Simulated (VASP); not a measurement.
# H3CCl in VASP: further runs

Runs on H3CCl. Level: PBE+D3(BJ). Tasks: single point.

Everything below comes from runs of VASP 6.6.1. Logs are shortened: lines on timing, memory, paths and dates and some standing lists are left out, and cuts for length are marked.

## (1) The cell of the first run

The cell holds a disordered packing, 40 atoms: a = 8.717 Å, b = 8.717 Å, c = 8.717 Å, α = 90.00°, β = 90.00°, γ = 90.00°.

## (2) Single point, PBE+D3(BJ)

Input file INCAR:

```
SYSTEM = H3CCl
PREC = Accurate
ENCUT = 520
EDIFF = 1E-7
ISMEAR = -1
SIGMA = 0.05
LREAL = Auto
LASPH = .True.
NELM = 100
ALGO = Normal
ISIF = 2
LWAVE = .False.
LCHARG = .False.
GGA = PE
IVDW = 12
NBANDS = 82
```

Input file KPOINTS:

```
regular mesh
0
Gamma
  1 1 1
  0 0 0
```

Input file POSCAR:

```
H3CCl
1.0
    8.7171280000      0.0000000000      0.0000000000
    0.0000000000      8.7171280000      0.0000000000
    0.0000000000      0.0000000000      8.7171280000
C Cl H
8 8 24
Direct
    0.8343720209      0.8819519409      0.8824137130
    0.5038034977      0.4166906379      0.6343373342
    0.4303254663      0.9439792414      0.7030326095
    0.6293954309      0.2231657996      0.0298284794
    0.5410849485      0.7425883959      0.2611460439
    0.9901706922      0.4267104297      0.0895437406
    0.2450422818      0.1837023423      0.3122686199
    0.1056961824      0.6655445849      0.4389486790
    0.9241584357      0.9135119051      1.0649643399
    0.3621290966      0.5114636355      0.7479027680
    0.3037906003      1.0133191582      0.8492247337
    0.6489061271      0.2225505653      0.2351829958
    0.3965474835      0.6821424958      0.1280114076
    0.9119786355      0.4903008910     -0.0899993593
    0.1355261377      0.2499077680      0.4740589507
    0.0713894119      0.8575702315      0.5070838689
    0.8161888749      0.9930952808      0.8270770448
    0.9109402502      0.8117912659      0.8124741285
    0.7248602759      0.8240096956      0.9024562478
    0.4628068421      0.4125940802      0.5158263469
    0.6114795695      0.4813654237      0.6434004626
    0.5179815048      0.2993711425      0.6779279836
    0.5402292309      1.0048408562      0.7122460393
    0.4455122740      0.8198651621      0.7196479570
    0.3764337903      0.9666450771      0.5921333320
    0.6105188290      0.3414432688     -0.0080174868
    0.7372017075      0.1791597626     -0.0172672784
    0.5324085996      0.1494747369     -0.0011687738
    0.4956821479      0.7312705702      0.3776585923
    0.6416193958      0.6689585331      0.2455983390
    0.5703325535      0.8623169413      0.2372421409
    0.9661288552      0.3042829637      0.1020968280
    1.1137340883      0.4484962741      0.0880493497
    0.9347253667      0.4913635748      0.1817143882
    0.3242926417      0.2749533347      0.2780357972
    0.3096947503      0.0807338302      0.3461798925
    0.1667162578      0.1561314749      0.2177622825
    0.0962729956      0.6675615770      0.3136753893
    0.2209579457      0.6311279946      0.4743594189
    0.0222274040      0.5877534560      0.4909942531
```

Potentials or basis: VASP PAW PBE potentials, release 64 (C, Cl, H).

On the command line:

```sh
$ cat potpaw_PBE.64/C/POTCAR potpaw_PBE.64/Cl/POTCAR potpaw_PBE.64/H/POTCAR > POTCAR
$ mpirun -np 1 vasp_gam > vasp.out
```

OUTCAR:

```text
SYSTEM = H3CCl
   PREC = Accurate
   ENCUT = 520
   EDIFF = 1E-7
   ISMEAR = -1
   LREAL = Auto
   LASPH = .True.
   NELM = 100
   ISIF = 2
   GGA = PE
   IVDW = 12
 IVDW          = 12

 ion  position               nearest neighbor table
   1  0.834  0.882  0.882-  18 1.09  17 1.09  19 1.09   9 1.79
   2  0.504  0.417  0.634-  20 1.09  21 1.10  22 1.10  10 1.79
   3  0.430  0.944  0.703-  25 1.09  23 1.10  24 1.10  11 1.79
   4  0.629  0.223  0.030-  27 1.09  26 1.09  28 1.10  12 1.80
   5  0.541  0.743  0.261-  31 1.09  29 1.09  30 1.09  13 1.79
   6  0.990  0.427  0.090-  32 1.09  33 1.09  34 1.09  14 1.79
   7  0.245  0.184  0.312-  35 1.10  37 1.10  36 1.10  15 1.80
   8  0.106  0.666  0.439-  39 1.09  40 1.09  38 1.10  16 1.80
   9  0.924  0.914  0.065-   1 1.79
  10  0.362  0.511  0.748-   2 1.79
  11  0.304  0.013  0.849-   3 1.79
  12  0.649  0.223  0.235-   4 1.80
  13  0.397  0.682  0.128-   5 1.79
  14  0.912  0.490  0.910-   6 1.79
[... 24 lines left out ...]
  39  0.221  0.631  0.474-   8 1.09
  40  0.022  0.588  0.491-   8 1.09

  LATTYP: Found a simple cubic cell.
 ALAT       =     8.7171280000

  Lattice vectors:

 A1 = (   8.7171280000,   0.0000000000,   0.0000000000)
 A2 = (   0.0000000000,   8.7171280000,   0.0000000000)
 A3 = (   0.0000000000,   0.0000000000,   8.7171280000)

Analysis of symmetry for initial positions (statically):
=====================================================================
 Subroutine PRICEL returns:
 Original cell was already a primitive cell.

 Routine SETGRP: Setting up the symmetry group for a
 simple cubic supercell.

 Subroutine GETGRP returns: Found  1 space group operations
 (whereof  1 operations were pure point group operations)
 out of a pool of 48 trial point group operations.

The static configuration has the point symmetry C_1 .

Analysis of symmetry for dynamics (positions and initial velocities):
=====================================================================
 Subroutine PRICEL returns:
 Original cell was already a primitive cell.

 Routine SETGRP: Setting up the symmetry group for a
 simple cubic supercell.

 Subroutine GETGRP returns: Found  1 space group operations
 (whereof  1 operations were pure point group operations)
 out of a pool of 48 trial point group operations.

The dynamic configuration has the point symmetry C_1 .

 Subroutine INISYM returns: Found  1 space group operations
 (whereof  1 operations are pure point group operations),
 and found     1 'primitive' translations

----------------------------------------------------------------------------------------

                                     Primitive cell

  volume of cell :     662.3999

  direct lattice vectors                    reciprocal lattice vectors
     8.717128000  0.000000000  0.000000000     0.114716682  0.000000000  0.000000000
     0.000000000  8.717128000  0.000000000     0.000000000  0.114716682  0.000000000
     0.000000000  0.000000000  8.717128000     0.000000000  0.000000000  0.114716682

  length of vectors
     8.717128000  8.717128000  8.717128000     0.114716682  0.114716682  0.114716682

  position of ions in fractional coordinates (direct lattice)
     0.834372021  0.881951941  0.882413713
     0.503803498  0.416690638  0.634337334
     0.430325466  0.943979241  0.703032609
     0.629395431  0.223165800  0.029828479
     0.541084949  0.742588396  0.261146044
     0.990170692  0.426710430  0.089543741
[... 32 lines left out ...]
     0.220957946  0.631127995  0.474359419
     0.022227404  0.587753456  0.490994253

  ion indices of the primitive-cell ions
   primitive index   ion index
                 1           1
                 2           2
                 3           3
                 4           4
                 5           5
                 6           6
[... 32 lines left out ...]
                39          39
                40          40

----------------------------------------------------------------------------------------

 KPOINTS: regular mesh

Automatic generation of k-mesh.
 Grid dimensions read from file:
 generate k-points for:    1    1    1

 Generating k-lattice:

  Cartesian coordinates                     Fractional coordinates (reciprocal lattice)
     0.114716682  0.000000000  0.000000000     1.000000000  0.000000000  0.000000000
     0.000000000  0.114716682  0.000000000     0.000000000  1.000000000  0.000000000
     0.000000000  0.000000000  0.114716682     0.000000000  0.000000000  1.000000000

  Length of vectors
     0.114716682  0.114716682  0.114716682

  Shift w.r.t. Gamma in fractional coordinates (k-lattice)
     0.000000000  0.000000000  0.000000000

 Subroutine IBZKPT returns following result:
 ===========================================

 Found      1 irreducible k-points:

 Following reciprocal coordinates:
            Coordinates               Weight
  0.000000  0.000000  0.000000      1.000000
   k-points           NKPTS =      1   k-points in BZ     NKDIM =      1   number of bands    NBANDS=     82
   number of dos      NEDOS =    301   number of ions     NIONS =     40
   total plane-waves  NPLWV = 343000
   dimension x,y,z NGX =    70 NGY =   70 NGZ =   70
   dimension x,y,z NGXF=   140 NGYF=  140 NGZF=  140
   ions per type =               8   8  24
   NGX,Y,Z   is equivalent  to a cutoff of  13.35, 13.35, 13.35 a.u.
   NGXF,Y,Z  is equivalent  to a cutoff of  26.70, 26.70, 26.70 a.u.
 SYSTEM =  H3CCl
   PREC   = accura    normal or accurate (medium, high low for compatibility)
   ISTART =      0    job   : 0-new  1-cont  2-samecut
   ICHARG =      2    charge: 1-file 2-atom 10-const
   ISPIN  =      1    spin polarized calculation?
   LNONCOLLINEAR =      F non collinear calculations
   LSORBIT =      F    spin-orbit coupling
   LASPH  =      T    aspherical Exc in radial PAW
   ENCUT  =  520.0 eV  38.22 Ry    6.18 a.u.  16.21 16.21 16.21*2*pi/ulx,y,z
   NELM   =    100;   NELMIN=  2; NELMDL= -5     # of ELM steps
   EDIFF  = 0.1E-06   stopping-criterion for ELM
   LREAL  =      T    real-space projection
   EDIFFG = 0.1E-05   stopping-criterion for IOM
   NSW    =      0    number of steps for IOM
   IBRION =     -1    ionic relax: 0-MD 1-quasi-New 2-CG
   NFREE  =      0    steps in history (QN), initial steepest desc. (CG)
   ISIF   =      2    stress and relaxation
   ISYM   =      2    0-nonsym 1-usesym 2-fastsym
   POTIM  = 0.5000    time-step for ionic-motion
   TEBEG  =    0.0;   TEEND  =   0.0 temperature during run
   PSTRESS=    0.0 pullay stress
   NELECT =     112.0000    total number of electrons
   NUPDOWN=      -1.0000    fix difference up-down
   EMIN   =  10.00;   EMAX   =-10.00  energy-range for DOS
   EFERMI =   0.00;   METHOD = LEGACY
   ISMEAR =    -1;   SIGMA  =   0.05  broadening in eV -4-tet -1-fermi 0-gaus
   EFERMI_NEDOS =   21; number of points for ismear=-14 and -15
   IALGO  =     38    algorithm
   IMIX   =      4    mixing-type and parameters
     AMIX     =   0.40;   BMIX     =  1.00
     AMIX_MAG =   1.60;   BMIX_MAG =  1.00
  volume/ion in A,a.u.               =      16.56       111.75
  Fermi-wavevector in a.u.,A,eV,Ry     =   0.905262  1.710696 11.149954  0.819499
  Thomas-Fermi vector in A             =   2.028808
   LORBIT       =      0    0 simple, 1 ext, 2 COOP (PROOUT), +10 PAW based schemes
   GGA     = PE    functional components
   LHFCALC =     F    Hartree Fock is set to
   AEXX    =    0.0000 exact exchange contribution
   IVDW    =    12    specifies the selected vdW correction
   LEPSILON=     F    determine dielectric tensor
   LRPA    =     F    only Hartree local field effects (RPA)
 non-spin polarized calculation
  energy-cutoff  :      520.00
  volume of cell :      662.40
 maximum number of plane-waves:      8923
 NGX is ok and might be reduce to    70
   NGX = 33   NGY = 33   NGZ = 33

 number of electron     111.9999993 magnetization

 Free energy of the ion-electron system (eV)
  ---------------------------------------------------
  ext. energy  EPLUGINS =         0.00000000
  ---------------------------------------------------
  free energy    TOTEN  =      -179.71101159 eV

  energy without entropy =     -179.71101159  energy(sigma->0) =     -179.71101159

 E-fermi :  -1.9363     XC(G=0):  -6.2577

 val. band max:       -3.1609404056   @ k =   0.0000   0.0000   0.0000
 cond. band min:       2.1726096612   @ k =   0.0000   0.0000   0.0000
 fundamental gap:      5.3335500669
 Fermi energy:        -1.9362942714

 k-point     1 :       0.0000    0.0000    0.0000
  band No.  band energies     occupation
      1     -17.8150      2.00000
      2     -17.7534      2.00000
      3     -17.6878      2.00000
      4     -17.6569      2.00000
      5     -17.6116      2.00000
      6     -17.5793      2.00000
[... 60 lines left out ...]
     67       4.2347      0.00000
     68       4.3374      0.00000
 [bands above 68 left out]

------------------------ aborting loop because EDIFF is reached ----------------------------------------

 Edisp (eV)   -1.92410

 E8    (eV) :    -0.5045

  FORCE on cell =-STRESS in cart. coord.  units (eV):
  Direction    XX          YY          ZZ          XY          YZ          ZX
  --------------------------------------------------------------------------------------
  -------------------------------------------------------------------------------------
  Total      -1.78746    -2.10394    -2.33486     0.05386     0.23603     0.23003
  in kB      -4.32340    -5.08890    -5.64744     0.13028     0.57090     0.55638
  external pressure =       -5.02 kB  Pullay stress =        0.00 kB

 VOLUME and BASIS-vectors are now :
 -----------------------------------------------------------------------------
  energy-cutoff  :      520.00
  volume of cell :      662.40
      direct lattice vectors                 reciprocal lattice vectors
     8.717128000  0.000000000  0.000000000     0.114716682  0.000000000  0.000000000
     0.000000000  8.717128000  0.000000000     0.000000000  0.114716682  0.000000000
     0.000000000  0.000000000  8.717128000     0.000000000  0.000000000  0.114716682

 POSITION                                       TOTAL-FORCE (eV/Angst)
 -----------------------------------------------------------------------------------
      7.27333      7.68809      7.69211         0.049777      0.058958      0.092176
      4.39172      3.63235      5.52960        -0.014255     -0.046886      0.064742
      3.75120      8.22879      6.12843        -0.000987     -0.004659      0.118800
      5.48652      1.94536      0.26002         0.046252      0.043589      0.099619
      4.71671      6.47324      2.27644        -0.031233     -0.028846     -0.064424
      8.63144      3.71969      0.78056        -0.044368      0.063061     -0.095626
[... 32 lines left out ...]
      1.92612      5.50162      4.13505        -0.001985      0.025268      0.010820
      0.19376      5.12352      4.28006        -0.056029      0.024583     -0.014094
 -----------------------------------------------------------------------------------
    total drift:                               -0.012169      0.017959      0.015800

  FREE ENERGIE OF THE ION-ELECTRON SYSTEM (eV)
  ---------------------------------------------------
  free  energy   TOTEN  =      -181.6351120413 eV

  energy  without entropy=     -181.6351120412  energy(sigma->0) =     -181.63511204
```

Run time: 1.8 min. Hardware: 1 thread of Intel Xeon Platinum 8559C (Emerald Rapids), shared host; peak memory 0.66 GiB.

Results:

```yaml
Free_energy: -181.6351 eV
Pressure: -0.5 GPa
Largest_force: 0.248 eV/Å
Band_gap_on_the_k_mesh: 5.33 eV
Dispersion_energy_per_atom: -0.048 eV
```

Forces on the atoms (eV/Å):
```
C    0.050  0.059  0.092
C   -0.014 -0.047  0.065
C   -0.001 -0.005  0.119
C    0.046  0.044  0.100
C   -0.031 -0.029 -0.064
C   -0.044  0.063 -0.096
C    0.025 -0.069  0.009
C    0.016  0.120 -0.026
Cl  -0.061 -0.023 -0.073
Cl   0.068  0.004 -0.003
Cl   0.083 -0.016 -0.109
Cl  -0.020  0.036 -0.091
Cl   0.123  0.018  0.085
Cl   0.087 -0.055  0.077
Cl   0.073 -0.073 -0.207
Cl  -0.001 -0.158 -0.086
H    0.024  0.025  0.011
H    0.025 -0.025  0.000
H    0.015 -0.028 -0.011
H    0.049  0.010 -0.034
H   -0.067 -0.112 -0.029
H   -0.008  0.105 -0.001
H   -0.075 -0.070  0.005
H   -0.013  0.118  0.012
H   -0.027  0.004 -0.021
H   -0.038 -0.056  0.061
H   -0.070  0.017  0.011
H    0.026  0.032  0.021
H   -0.013 -0.013  0.013
H   -0.011  0.035  0.020
H    0.005 -0.013 -0.013
H    0.008 -0.004 -0.003
H   -0.001  0.001 -0.013
H    0.012 -0.034 -0.047
H   -0.030 -0.032  0.035
H   -0.163  0.184 -0.034
H    0.014 -0.038  0.123
H   -0.002 -0.025  0.103
H   -0.002  0.025  0.011
H   -0.056  0.025 -0.014
```

Stress tensor (GPa, compression positive):
```
-0.43  0.01  0.06
 0.01 -0.51  0.06
 0.06  0.06 -0.56
```

Levels at points of the mesh, in eV from the valence-band top:
| k point | band 53 | band 54 | band 55 | band 56 | band 57 | band 58 | band 59 | band 60 |
| --- | --- | --- | --- | --- | --- | --- | --- | --- |
| (0.00, 0.00, 0.00) | -0.15 | -0.11 | -0.04 | 0.00 | 5.33 | 5.69 | 5.79 | 6.13 |

Caveat: the k points lie up to 0.72 Å⁻¹ apart.

(Part 1 of 2 ends here.)
